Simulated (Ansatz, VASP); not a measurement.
## Re: VASP beside Ansatz

INCAR

```
  PREC = Accurate
  ENCUT = 600
  EDIFF = 1E-6
  ISMEAR = -1
  SIGMA = 0.05
  LREAL = False
  LASPH = True
  NELM = 120
  ALGO = Normal
  ISIF = 2
  LWAVE = False
  LCHARG = False
  GGA = LIBXC
  LIBXC1 = GGA_X_B88
  LIBXC2 = GGA_C_PBE
  NBANDS = 14
  GGA_COMPAT = False
```

The input KPOINTS:

```
Automatic mesh
0
Gamma
  11 11 6
```

POSCAR

```
Re
1.0
    2.7608000000      0.0000000000      0.0000000000
   -1.3804000000      2.3909229348      0.0000000000
    0.0000000000      0.0000000000      4.4582000000
Re
2
Direct
    0.6666666667      0.3333333333      0.7500000000
    0.3333333333      0.6666666667      0.2500000000
```

File input.yaml:

```yaml
crystal:
  lattice:
    - [2.7608, 0.0, 0.0]
    - [-1.3804, 2.3909229348, 0.0]
    - [0.0, 0.0, 4.4582]
  atoms:
    - { symbol: Re, position: [0.6666666667, 0.3333333333, 0.75] }
    - { symbol: Re, position: [0.3333333333, 0.6666666667, 0.25] }
hamiltonian:
  xc: { exchange: b88, correlation: pbe }
  pseudopotentials: { kind: paw }
kpoints:
  mp_grid: { grid: [11, 11, 6] }
  band_path:
    path:
      - [[0.0, 0.0, 0.0], [0.5, 0.0, 0.0], [0.3333333333, 0.3333333333, 0.0], [0.0, 0.0, 0.0], [0.0, 0.0, 0.5], [0.5, 0.0, 0.5], [0.3333333333, 0.3333333333, 0.5], [0.0, 0.0, 0.5]]
      - [[0.5, 0.0, 0.5], [0.5, 0.0, 0.0]]
      - [[0.3333333333, 0.3333333333, 0.0], [0.3333333333, 0.3333333333, 0.5]]
    npoints: 14
scf:
  occupations: { method: fermi_dirac, width: 0.05 }
  n_extra_bands: 6
output:
  forces: true
  stress: true
  eigenvalues: true
  fatbands: false
```

Alike in both runs: functional b88 exchange, pbe correlation; k mesh 11 × 11 × 6; occupations fermi-dirac, width 0.05 eV; no spin polarisation.

|  | VASP | Ansatz |
| --- | --- | --- |
| version | VASP 6.6.1 | Ansatz 0.2.0 |
| potentials or method | VASP PAW PBE potentials, release 64 (Re) | Ansatz PAW |
| plane-wave cutoff (eV) | 600 | 420 |
| valence electrons in the cell | 14 | 30 |
| task | single point | band structure |

```csv
,VASP,Ansatz,Ansatz less VASP
gap on the k mesh at the Fermi level (eV),none,none,-
pressure (GPa),5.6,5.9,+0.30
"traceless stress, the component that is largest in VASP (GPa)",-0.04,0.08,+0.116
```

VASP's potentials were made for PBE, not for b88 exchange, pbe correlation. A gap of «none» marks a metal or a gap that the smearing closes. VASP's potentials hold 14 valence electrons a cell and Ansatz's 30, so a difference there can come from the potentials and not from the codes.

Neither program's run includes spin-orbit coupling.
